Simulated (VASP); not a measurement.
Set up this calculation in VASP 6.6.1, as the native input.

| Item | Value |
| --- | --- |
| Task | relaxation of cell and atoms |
| Functional | r2SCAN |
| Potentials or basis | VASP PAW PBE potentials, release 64 (Bi_d) |
| Cutoff | 600 eV |
| k mesh | 12 × 12 × 12 |
| Occupations | gaussian, width 0.1 eV |
| Spin | no spin polarisation |
| Further INCAR settings | ALGO = Normal; EDIFF = 1e-07; IBRION = 2; EDIFFG = -0.005; NSW = 90; ISIF = 3 |

The structure of Bi lies in POSCAR:

```
Bi
1.0
    2.2675000000      1.3091417400      3.9380000000
   -2.2675000000      1.3091417400      3.9380000000
    0.0000000000     -2.6182834700      3.9380000000
Bi
2
Direct
    0.2340000000      0.2340000000      0.2340000000
    0.7660000000      0.7660000000      0.7660000000
```

These files were run (other wordings do the same):

INCAR

```
SYSTEM = Bi
ALGO = Normal
EDIFF = 1E-7
EDIFFG = -0.005
ENCUT = 600
IBRION = 2
ISIF = 3
ISMEAR = 0
LASPH = .TRUE.
LCHARG = .FALSE.
LMIXTAU = .TRUE.
LREAL = .FALSE.
LWAVE = .FALSE.
METAGGA = R2SCAN
NELM = 80
NSW = 90
PREC = Accurate
SIGMA = 0.1
```

KPOINTS

```
k-points
0
G
  12 12 12
  0 0 0
```

Potentials or basis: VASP PAW PBE potentials, release 64 (Bi_d).

Command:

```sh
$ cat potpaw_PBE.64/Bi_d/POTCAR > POTCAR
$ mpirun -np 1 vasp_std > vasp.out
```

Results of the run:

```yaml
Relaxed_volume: 36.69 Å³/atom
Relaxed_cell: a = 4.885 Å, b = 4.885 Å, c = 4.885 Å, α = 55.28°, β = 55.28°, γ = 55.28°
Space_group_after_relaxing_to_0.1_Å: R-3m (No. 166)
Energy_gained_by_relaxing: 7.2 meV/atom
Ionic_steps: 10
Pressure_after_relaxing: 0.0 GPa
Band_gap_on_the_k_mesh: zero (bands 15 and 16 overlap by 0.10 eV)
```

Caveat: the PAW data sets were made with another functional, which shifts forces and pressure a little; spin-orbit coupling is left out, which moves the levels of the heavy elements.

Run time: 3.2 h on 1 thread of Intel(R) Xeon(R) Platinum 8259CL CPU @ 2.50GHz (Skylake/Cascade Lake), on a shared host, peak memory 0.47 GiB.
